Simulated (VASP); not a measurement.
# Si10H5Cl in VASP: notebook

The runs below take Si10H5Cl through single point, with PBE.

All numbers are computed with VASP 6.6.1; they aren't measurements. Logs are shortened: lines on timing, memory, paths and dates and some standing lists are left out, and cuts for length are marked.

**1. The cell of the first run**

The cell holds a slab with vacuum, 32 atoms: a = 7.679 Å, b = 7.679 Å, c = 18.254 Å, α = 90.00°, β = 90.00°, γ = 90.00°.

**2. Single point, PBE**

INCAR

```
SYSTEM = Si10H5Cl
  PREC = Accurate
  ENCUT = 520
  EDIFF = 1E-7
  ISMEAR = -1
  SIGMA = 0.02
  LREAL = Auto
  LASPH = .True.
  NELM = 80
  ALGO = Normal
  ISIF = 2
  LWAVE = .False.
  LCHARG = .False.
  GGA = PE
  NBANDS = 74
```

KPOINTS

```
regular mesh
0
Gamma
  2 2 1
  0 0 0
```

POSCAR

```
Si10H5Cl
1.0
    7.6791800000      0.0000000000      0.0000000000
    0.0000000000      7.6791800000      0.0000000000
    0.0000000000      0.0000000000     18.2543620000
H Si Cl
10 20 2
Direct
    0.4093920184      0.0000000000      0.0547814270
    0.0906079816      0.0000000000      0.0547814270
    0.9093920184      0.0000000000      0.0547814270
    0.5906079816      0.0000000000      0.0547814270
    0.4093920184      0.5000000000      0.0547814270
    0.0906079816      0.5000000000      0.0547814270
    0.9093920184      0.5000000000      0.0547814270
    0.5906079816      0.5000000000      0.0547814270
    0.2496116773      0.4738465565      0.4717147058
    0.7495025511      0.4740439734      0.4716631565
    0.2500000000      0.0000000000      0.1021947521
    0.7500000000      0.0000000000      0.1021947521
    0.2500000000      0.5000000000      0.1021947521
    0.7500000000      0.5000000000      0.1021947521
    0.2503021156      0.2500724036      0.1734063343
    0.7502652627      0.2500879000      0.1733997058
    0.2499476507      0.7498926969      0.1795008777
    0.7499249920      0.7498758982      0.1795040550
    0.0002712529      0.2513535299      0.2458325851
    0.5002902654      0.2512876375      0.2458596471
   -0.0000873791      0.7492908097      0.2568961873
    0.4999015520      0.7493066968      0.2569129504
   -0.0003958756      0.0116235067      0.3260762551
    0.4996539995      0.0115990249      0.3261383772
   -0.0002019747      0.4883718053      0.3273351323
    0.4997399462      0.4883508395      0.3273198483
    0.2495752151      0.0938468691      0.3925910969
    0.7496590782      0.0940127722      0.3926171728
    0.2497334351      0.4091499353      0.3941912623
    0.7497129902      0.4092763811      0.3941503954
    0.7506179045      0.9936899513      0.4989775047
    1.2501480627      0.9929786774      0.4988705713
```

Potentials or basis: VASP PAW PBE potentials, release 64 (H, Si, Cl).

Launch:

```sh
cat potpaw_PBE.64/H/POTCAR potpaw_PBE.64/Si/POTCAR potpaw_PBE.64/Cl/POTCAR > POTCAR
mpirun -np 1 vasp_std > vasp.out
```

OUTCAR:

```text
SYSTEM = Si10H5Cl
   PREC = Accurate
   ENCUT = 520
   EDIFF = 1E-7
   ISMEAR = -1
   LREAL = Auto
   LASPH = .True.
   NELM = 80
   ISIF = 2
   GGA = PE

 ion  position               nearest neighbor table
   1  0.409  0.000  0.055-  11 1.50
   2  0.091  0.000  0.055-  11 1.50
   3  0.909  0.000  0.055-  12 1.50
   4  0.591  0.000  0.055-  12 1.50
   5  0.409  0.500  0.055-  13 1.50
   6  0.091  0.500  0.055-  13 1.50
   7  0.909  0.500  0.055-  14 1.50
   8  0.591  0.500  0.055-  14 1.50
   9  0.250  0.474  0.472-  29 1.50
  10  0.750  0.474  0.472-  30 1.50
  11  0.250  0.000  0.102-   1 1.50   2 1.50  15 2.32  17 2.38
  12  0.750  0.000  0.102-   3 1.50   4 1.50  16 2.32  18 2.38
  13  0.250  0.500  0.102-   5 1.50   6 1.50  15 2.32  17 2.38
  14  0.750  0.500  0.102-   7 1.50   8 1.50  16 2.32  18 2.38
  15  0.250  0.250  0.173-  13 2.32  11 2.32  19 2.33  20 2.33
  16  0.750  0.250  0.173-  14 2.32  12 2.32  19 2.33  20 2.33
[... 12 lines left out ...]
  29  0.250  0.409  0.394-   9 1.50  25 2.35  26 2.35  27 2.42
  30  0.750  0.409  0.394-  10 1.50  26 2.35  25 2.35  28 2.42
  31  0.751  0.994  0.499-  28 2.09
  32  0.250  0.993  0.499-  27 2.09

  LATTYP: Found a simple tetragonal cell.
 ALAT       =     7.6791800000
 C/A-ratio  =     2.3771238596

  Lattice vectors:

 A1 = (   7.6791800000,   0.0000000000,   0.0000000000)
 A2 = (   0.0000000000,   7.6791800000,   0.0000000000)
 A3 = (   0.0000000000,   0.0000000000,  18.2543620000)

Analysis of symmetry for initial positions (statically):
=====================================================================
 Subroutine PRICEL returns:
 Original cell was already a primitive cell.

 Routine SETGRP: Setting up the symmetry group for a
 simple tetragonal supercell.

 Subroutine GETGRP returns: Found  1 space group operations
 (whereof  1 operations were pure point group operations)
 out of a pool of 16 trial point group operations.

The static configuration has the point symmetry C_1 .

Analysis of symmetry for dynamics (positions and initial velocities):
=====================================================================
 Subroutine PRICEL returns:
 Original cell was already a primitive cell.

 Routine SETGRP: Setting up the symmetry group for a
 simple tetragonal supercell.

 Subroutine GETGRP returns: Found  1 space group operations
 (whereof  1 operations were pure point group operations)
 out of a pool of 16 trial point group operations.

The dynamic configuration has the point symmetry C_1 .

 Subroutine INISYM returns: Found  1 space group operations
 (whereof  1 operations are pure point group operations),
 and found     1 'primitive' translations

----------------------------------------------------------------------------------------

                                     Primitive cell

  volume of cell :    1076.4562

  direct lattice vectors                    reciprocal lattice vectors
     7.679180000  0.000000000  0.000000000     0.130222237  0.000000000  0.000000000
     0.000000000  7.679180000  0.000000000     0.000000000  0.130222237  0.000000000
     0.000000000  0.000000000 18.254362000     0.000000000  0.000000000  0.054781427

  length of vectors
     7.679180000  7.679180000 18.254362000     0.130222237  0.130222237  0.054781427

  position of ions in fractional coordinates (direct lattice)
     0.409392018  0.000000000  0.054781427
     0.090607982  0.000000000  0.054781427
     0.909392018  0.000000000  0.054781427
     0.590607982  0.000000000  0.054781427
     0.409392018  0.500000000  0.054781427
     0.090607982  0.500000000  0.054781427
[... 24 lines left out ...]
     0.750617904  0.993689951  0.498977505
     0.250148063  0.992978677  0.498870571

  ion indices of the primitive-cell ions
   primitive index   ion index
                 1           1
                 2           2
                 3           3
                 4           4
                 5           5
                 6           6
[... 24 lines left out ...]
                31          31
                32          32

----------------------------------------------------------------------------------------

 KPOINTS: regular mesh

Automatic generation of k-mesh.
 Grid dimensions read from file:
 generate k-points for:    2    2    1

 Generating k-lattice:

  Cartesian coordinates                     Fractional coordinates (reciprocal lattice)
     0.065111119  0.000000000  0.000000000     0.500000000  0.000000000  0.000000000
     0.000000000  0.065111119  0.000000000     0.000000000  0.500000000  0.000000000
     0.000000000  0.000000000  0.054781427     0.000000000  0.000000000  1.000000000

  Length of vectors
     0.065111119  0.065111119  0.054781427

  Shift w.r.t. Gamma in fractional coordinates (k-lattice)
     0.000000000  0.000000000  0.000000000

 Subroutine IBZKPT returns following result:
 ===========================================

 Found      4 irreducible k-points:

 Following reciprocal coordinates:
            Coordinates               Weight
  0.000000  0.000000  0.000000      1.000000
  0.500000  0.000000  0.000000      1.000000
  0.000000  0.500000  0.000000      1.000000
  0.500000  0.500000  0.000000      1.000000
   k-points           NKPTS =      4   k-points in BZ     NKDIM =      4   number of bands    NBANDS=     74
   number of dos      NEDOS =    301   number of ions     NIONS =     32
   total plane-waves  NPLWV = 504000
   dimension x,y,z NGX =    60 NGY =   60 NGZ =  140
   dimension x,y,z NGXF=   120 NGYF=  120 NGZF=  280
   ions per type =              10  20   2
   NGX,Y,Z   is equivalent  to a cutoff of  12.99, 12.99, 12.75 a.u.
   NGXF,Y,Z  is equivalent  to a cutoff of  25.98, 25.98, 25.50 a.u.
 SYSTEM =  Si10H5Cl
   PREC   = accura    normal or accurate (medium, high low for compatibility)
   ISTART =      0    job   : 0-new  1-cont  2-samecut
   ICHARG =      2    charge: 1-file 2-atom 10-const
   ISPIN  =      1    spin polarized calculation?
   LNONCOLLINEAR =      F non collinear calculations
   LSORBIT =      F    spin-orbit coupling
   LASPH  =      T    aspherical Exc in radial PAW
   ENCUT  =  520.0 eV  38.22 Ry    6.18 a.u.  14.28 14.28 33.94*2*pi/ulx,y,z
   NELM   =     80;   NELMIN=  2; NELMDL= -5     # of ELM steps
   EDIFF  = 0.1E-06   stopping-criterion for ELM
   LREAL  =      T    real-space projection
   EDIFFG = 0.1E-05   stopping-criterion for IOM
   NSW    =      0    number of steps for IOM
   IBRION =     -1    ionic relax: 0-MD 1-quasi-New 2-CG
   NFREE  =      0    steps in history (QN), initial steepest desc. (CG)
   ISIF   =      2    stress and relaxation
   ISYM   =      2    0-nonsym 1-usesym 2-fastsym
   POTIM  = 0.5000    time-step for ionic-motion
   TEBEG  =    0.0;   TEEND  =   0.0 temperature during run
   PSTRESS=    0.0 pullay stress
   NELECT =     104.0000    total number of electrons
   NUPDOWN=      -1.0000    fix difference up-down
   EMIN   =  10.00;   EMAX   =-10.00  energy-range for DOS
   EFERMI =   0.00;   METHOD = LEGACY
   ISMEAR =    -1;   SIGMA  =   0.02  broadening in eV -4-tet -1-fermi 0-gaus
   EFERMI_NEDOS =   21; number of points for ismear=-14 and -15
   IALGO  =     38    algorithm
   IMIX   =      4    mixing-type and parameters
     AMIX     =   0.40;   BMIX     =  1.00
     AMIX_MAG =   1.60;   BMIX_MAG =  1.00
  volume/ion in A,a.u.               =      33.64       227.01
  Fermi-wavevector in a.u.,A,eV,Ry     =   0.751197  1.419556  7.677725  0.564297
  Thomas-Fermi vector in A             =   1.848123
   LORBIT       =      0    0 simple, 1 ext, 2 COOP (PROOUT), +10 PAW based schemes
   GGA     = PE    functional components
   LHFCALC =     F    Hartree Fock is set to
   AEXX    =    0.0000 exact exchange contribution
   IVDW    =     0    specifies the selected vdW correction
   LEPSILON=     F    determine dielectric tensor
   LRPA    =     F    only Hartree local field effects (RPA)
 non-spin polarized calculation
  energy-cutoff  :      520.00
  volume of cell :     1076.46
 maximum number of plane-waves:     29043
 NGX is ok and might be reduce to    60
   NGX = 29   NGY = 29   NGZ = 67

 number of electron     104.0000007 magnetization

 Free energy of the ion-electron system (eV)
  ---------------------------------------------------
  ext. energy  EPLUGINS =         0.00000000
  ---------------------------------------------------
  free energy    TOTEN  =      -145.51665920 eV

  energy without entropy =     -145.51665920  energy(sigma->0) =     -145.51665920

 E-fermi :  -0.3180     XC(G=0):  -4.9653

 val. band max:       -0.8038893995   @ k =   0.0000   0.5000   0.0000
 cond. band min:       0.4974815428   @ k =   0.0000   0.0000   0.0000
 fundamental gap:      1.3013709423
 Fermi energy:        -0.3180388060

 k-point     1 :       0.0000    0.0000    0.0000
  band No.  band energies     occupation
      1     -16.2630      2.00000
      2     -16.1452      2.00000
      3     -11.9608      2.00000
      4     -10.8848      2.00000
      5     -10.1446      2.00000
      6     -10.0876      2.00000
[... 56 lines left out ...]
     63       2.0681      0.00000
     64       2.4235      0.00000

 k-point     2 :       0.5000    0.0000    0.0000
  band No.  band energies     occupation
      1     -16.2054      2.00000
      2     -16.2043      2.00000
      3     -11.4372      2.00000
      4     -11.4370      2.00000
      5     -10.4316      2.00000
      6     -10.4313      2.00000
[... 56 lines left out ...]
     63       2.4685      0.00000
     64       2.4691      0.00000

 k-point     3 :       0.0000    0.5000    0.0000
  band No.  band energies     occupation
      1     -16.2628      2.00000
      2     -16.1450      2.00000
      3     -11.6567      2.00000
      4     -11.1765      2.00000
      5     -10.6059      2.00000
      6     -10.0049      2.00000
[... 56 lines left out ...]
     63       2.3914      0.00000
     64       2.5361      0.00000

 k-point     4 :       0.5000    0.5000    0.0000
  band No.  band energies     occupation
      1     -16.2052      2.00000
      2     -16.2041      2.00000
      3     -11.1222      2.00000
      4     -11.1219      2.00000
      5     -10.6666      2.00000
      6     -10.6666      2.00000
[... 56 lines left out ...]
     63       3.0038      0.00000
     64       3.0040      0.00000
 [bands above 64 left out]

------------------------ aborting loop because EDIFF is reached ----------------------------------------

  FORCE on cell =-STRESS in cart. coord.  units (eV):
  Direction    XX          YY          ZZ          XY          YZ          ZX
  --------------------------------------------------------------------------------------
  -------------------------------------------------------------------------------------
  Total       17.0872761      1.1600037     -0.4080788      0.0093660      0.0741624      0.0378266
  in kB       25.4323836      1.7265279     -0.6073768      0.0139402      0.1103819      0.0563004
  external PRESSURE =       8.8505116 kB  Pullay stress =       0.0000000 kB

 VOLUME and BASIS-vectors are now :
 -----------------------------------------------------------------------------
  energy-cutoff  :      520.00
  volume of cell :     1076.46
      direct lattice vectors                 reciprocal lattice vectors
     7.679180000  0.000000000  0.000000000     0.130222237  0.000000000  0.000000000
     0.000000000  7.679180000  0.000000000     0.000000000  0.130222237  0.000000000
     0.000000000  0.000000000 18.254362000     0.000000000  0.000000000  0.054781427

 POSITION                                       TOTAL-FORCE (eV/Angst)
 -----------------------------------------------------------------------------------
      3.14379      0.00000      1.00000        -0.630246     -0.082632      0.003655
      0.69580      0.00000      1.00000         0.629913     -0.080019      0.004575
      6.98338      0.00000      1.00000        -0.630209     -0.082671      0.003828
      4.53539      0.00000      1.00000         0.629865     -0.080101      0.004558
      3.14379      3.83959      1.00000        -0.629573      0.083148      0.000203
      0.69580      3.83959      1.00000         0.629146      0.080109      0.001456
[... 24 lines left out ...]
      5.76413      7.63072      9.10852        -0.004881      0.008877     -0.012660
      1.92093      7.62526      9.10656        -0.000496      0.012165     -0.013184
 -----------------------------------------------------------------------------------
    total drift:                                0.000373      0.002314      0.005057

  FREE ENERGIE OF THE ION-ELECTRON SYSTEM (eV)
  ---------------------------------------------------
  free  energy   TOTEN  =      -145.5166592004 eV

  energy  without entropy=     -145.5166592004  energy(sigma->0) =     -145.51665920
```

It took 13 min on 1 thread of Intel Xeon Platinum 8259CL at 2.50GHz (Skylake/Cascade Lake), shared host; peak memory 1 GiB.

What came out:

- Free energy: -145.5167 eV
- Largest force: 0.636 eV/Å
- Band gap on the k mesh: 1.30 eV

Forces in eV/Å, atoms in the order of the input:
```
H   -0.630 -0.083  0.004
H    0.630 -0.080  0.005
H   -0.630 -0.083  0.004
H    0.630 -0.080  0.005
H   -0.630  0.083  0.000
H    0.629  0.080  0.001
H   -0.629  0.083  0.001
H    0.629  0.080  0.001
H    0.003  0.002 -0.010
H    0.003  0.001 -0.010
Si   0.000 -0.246  0.014
Si   0.000 -0.246  0.015
Si   0.002  0.240 -0.005
Si  -0.001  0.241 -0.006
Si  -0.003 -0.001  0.004
Si  -0.002 -0.003  0.005
Si  -0.001 -0.003 -0.001
Si   0.000 -0.002 -0.001
Si  -0.005 -0.001 -0.008
Si  -0.007 -0.001 -0.010
Si  -0.001  0.007 -0.005
Si   0.000  0.007 -0.006
Si   0.004  0.010 -0.001
Si   0.004  0.008 -0.003
Si   0.002  0.007 -0.012
Si   0.001  0.007 -0.011
Si   0.002 -0.021  0.018
Si   0.003 -0.021  0.016
Si   0.000 -0.003  0.011
Si   0.001 -0.003  0.012
Cl  -0.005  0.009 -0.013
Cl   0.000  0.012 -0.013
```

Levels at points of the mesh, in eV from the valence-band top:
| k point | band 49 | band 50 | band 51 | band 52 | band 53 | band 54 | band 55 | band 56 |
| --- | --- | --- | --- | --- | --- | --- | --- | --- |
| (0.00, 0.00, 0.00) | -0.63 | -0.49 | -0.38 | -0.21 | 1.30 | 1.60 | 1.71 | 2.09 |
| (0.50, 0.00, 0.00) | -0.75 | -0.75 | -0.40 | -0.40 | 2.16 | 2.16 | 2.48 | 2.48 |
| (0.00, 0.50, 0.00) | -1.06 | -0.96 | -0.31 | 0.00 | 1.52 | 1.84 | 2.28 | 2.29 |
| (0.50, 0.50, 0.00) | -1.13 | -1.13 | -0.82 | -0.82 | 2.30 | 2.30 | 2.36 | 2.36 |

(Continued in part 2 of 2.)
